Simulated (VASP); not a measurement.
Re: relaxation of cell and atoms with PBE

The system is Re.

```
Re
1.0
     0.00000    1.95760    1.95760
     1.95760    0.00000    1.95760
     1.95760    1.95760    0.00000
Re
1
Direct
  0.50000 0.50000 0.50000
```

This isn't the form of Re at room conditions, which is hcp.

```
Program                : VASP 6.6.1
Task                   : relaxation of cell and atoms
Functional             : PBE
Potentials or basis    : VASP PAW PBE potentials, release 64 (Re)
Cutoff                 : 600 eV
k mesh                 : 8 × 8 × 8
Occupations            : gaussian, width 0.1 eV
Spin                   : no spin polarisation
Dipole correction      : no
Further INCAR settings : ALGO = Normal; EDIFF = 1e-07; IBRION = 2; EDIFFG = -0.04; NSW = 90; ISIF = 3
```

```json
{
 "Relaxed volume": "14.96 Å³/atom",
 "Relaxed cell": "a = 2.766 Å, b = 2.766 Å, c = 2.766 Å, α = 60.00°, β = 60.00°, γ = 60.00°",
 "Space group after relaxing (to 0.1 Å)": "Fm-3m (No. 225)",
 "Energy gained by relaxing": "0.1 meV/atom",
 "Ionic steps": "3",
 "Pressure after relaxing": "0.0 GPa",
 "Band gap on the k mesh": "zero (an odd number of electrons rules out a gap without spin polarisation)"
}
```

The path:
```
step  energy change (eV)  largest force (eV/Å)  pressure (GPa)  volume (Å³)
   1              0.0000                0.0000           -0.93        15.00
   2              0.0016                0.0000            3.80        14.82
   3             -0.0001                0.0000            0.02        14.96
```

Final structure:
```
Re
1.0
     0.00000    1.95591    1.95591
     1.95591    0.00000    1.95591
     1.95591    1.95591    0.00000
Re
1
Direct
  0.50000 0.50000 0.50000
```

Levels at points of the mesh, in eV from the Fermi level:
| k point | band 1 | band 2 | band 3 | band 4 | band 5 | band 6 | band 7 |
| --- | --- | --- | --- | --- | --- | --- | --- |
| (0.00, 0.00, 0.00) | -10.20 | -2.05 | -2.05 | -2.05 | 1.07 | 1.07 | 13.69 |
| (0.50, 0.00, 0.00) | -6.95 | -2.25 | -2.25 | 0.01 | 3.55 | 3.55 | 9.55 |
| (0.50, 0.50, 0.00) | -6.86 | -6.02 | 2.54 | 3.51 | 4.28 | 4.28 | 11.96 |

Run time: 12 s on 1 thread of Intel Xeon 8259CL (shared host), peak memory 0.14 GiB.

Caveat: spin-orbit coupling is left out, which moves the levels of the heavy elements.
